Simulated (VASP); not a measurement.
## InSb: single point with r2SCAN

Crystal: InSb.

```
In Sb
1.0
     0.00000    3.11028    3.11028
     3.11028    0.00000    3.11028
     3.11028    3.11028    0.00000
In Sb
1 1
Direct
  0.00000 0.00000 0.00000
  0.75000 0.75000 0.75000
```

```
Program             : VASP 6.6.1
Task                : single point
Functional          : r2SCAN
Potentials or basis : VASP PAW PBE potentials, release 64 (In_d, Sb)
Cutoff              : 520 eV
k mesh              : 12 × 12 × 12
Occupations         : fermi-dirac, width 0.1 eV
Spin                : no spin polarisation
```

```
Pressure               : 10.0 GPa
Band gap on the k mesh : 1.01 eV, direct
```

Levels at points of the mesh, in eV from the valence-band top:
| k point | band 5 | band 6 | band 7 | band 8 | band 9 | band 10 | band 11 | band 12 | band 13 | band 14 |
| --- | --- | --- | --- | --- | --- | --- | --- | --- | --- | --- |
| (0.00, 0.00, 0.00) | -15.28 | -12.01 | 0.00 | 0.00 | 0.00 | 1.01 | 3.17 | 3.17 | 3.17 | 6.35 |
| (0.50, 0.00, 0.00) | -15.27 | -10.21 | -6.45 | -1.26 | -1.26 | 1.09 | 4.08 | 4.08 | 6.38 | 9.59 |
| (0.50, 0.50, 0.00) | -15.26 | -9.40 | -6.68 | -2.82 | -2.82 | 1.33 | 1.45 | 9.50 | 9.50 | 10.38 |

Run time: 110 s on 1 thread of Intel(R) Xeon(R) 6975P-C (Granite Rapids), with other jobs on the host, peak memory 0.26 GiB.

Caveat: the PAW data sets were made with another functional, which shifts forces and pressure a little; spin-orbit coupling is left out, which moves the levels of the heavy elements. r2SCAN opens gaps a little over a GGA but as a rule still falls short of measured ones.
